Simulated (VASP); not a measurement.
Input of a VASP 6.6.1 run:

Contents of INCAR:

```
PREC = Accurate ; ENCUT = 520
EDIFF = 1E-6 ; ISMEAR = 0
SIGMA = 0.1 ; LREAL = Auto
LASPH = True ; NELM = 60
ALGO = Normal ; ISIF = 2
LWAVE = False ; LCHARG = False
LDIPOL = True ; IDIPOL = 3
DIPOL = 0.5 0.5 0.500 ; GGA = PS
NBANDS = 75
```

The input KPOINTS:

```
Automatic mesh
0
Gamma
  9 5 1
```

Contents of POSCAR:

```
Pt5Se12
1.0
    3.7607248983      0.0000000000      0.0000000000
    0.0000000000      8.1290185443      0.0000000000
    0.0000000000      0.0000000000     25.9581857965
Se Pt
12 5
Direct
    0.5000000000      0.2072689670      0.3076215434
    0.0000000000      0.4923442934      0.3360542632
    0.0000000000      0.8765872462      0.3536391415
    0.5000000000      0.1693394930      0.3970292641
    0.5000000000      0.5552516293      0.4417236030
    0.0000000000      0.8434748372      0.4900499492
    0.0000000000      0.2302899130      0.5099501170
    0.5000000000      0.5185128621      0.5582763359
    0.5000000000      0.9044248084      0.6029708116
    0.0000000000      0.1971770746      0.6463607758
    0.0000000000      0.5814199213      0.6639457128
    0.5000000000      0.8664950013      0.6923785007
    0.5000000000      0.6885788674      0.3551090452
    0.0000000000      0.3606617396      0.4230215297
    0.5000000000      0.0368823582      0.5000000590
    0.0000000000      0.7131027054      0.5769784801
    0.5000000000      0.3851854335      0.6448908679
```

Potentials or basis: VASP PAW PBE potentials, release 64 (Se, Pt).

The run is started by

```bash
$ cat potpaw_PBE.64/Se/POTCAR potpaw_PBE.64/Pt/POTCAR > POTCAR
$ mpirun -np 1 vasp_std > vasp.out
```

Question: Estimate the band gap on the k mesh.

Answer: Zero (bands 61 and 62 overlap by 1.02 eV).

Question: Predict the largest force.

Answer: 0.041 eV/Å.

Forces in eV/Å, atoms in the order of the input:
```
Se   0.000  0.013 -0.036
Se   0.000  0.003 -0.009
Se   0.000  0.010  0.000
Se   0.000 -0.020  0.036
Se   0.000  0.001  0.015
Se   0.000 -0.004 -0.007
Se   0.000  0.004  0.007
Se   0.000 -0.001 -0.015
Se   0.000  0.020 -0.036
Se   0.000 -0.010  0.000
Se   0.000 -0.003  0.009
Se   0.000 -0.013  0.036
Pt   0.000  0.006 -0.003
Pt   0.000 -0.004  0.006
Pt   0.000  0.000  0.000
Pt   0.000  0.004 -0.006
Pt   0.000 -0.006  0.003
```

Caveat: the PAW data sets were made with another functional, which shifts forces and pressure a little; spin-orbit coupling is left out, which moves the levels of the heavy elements.
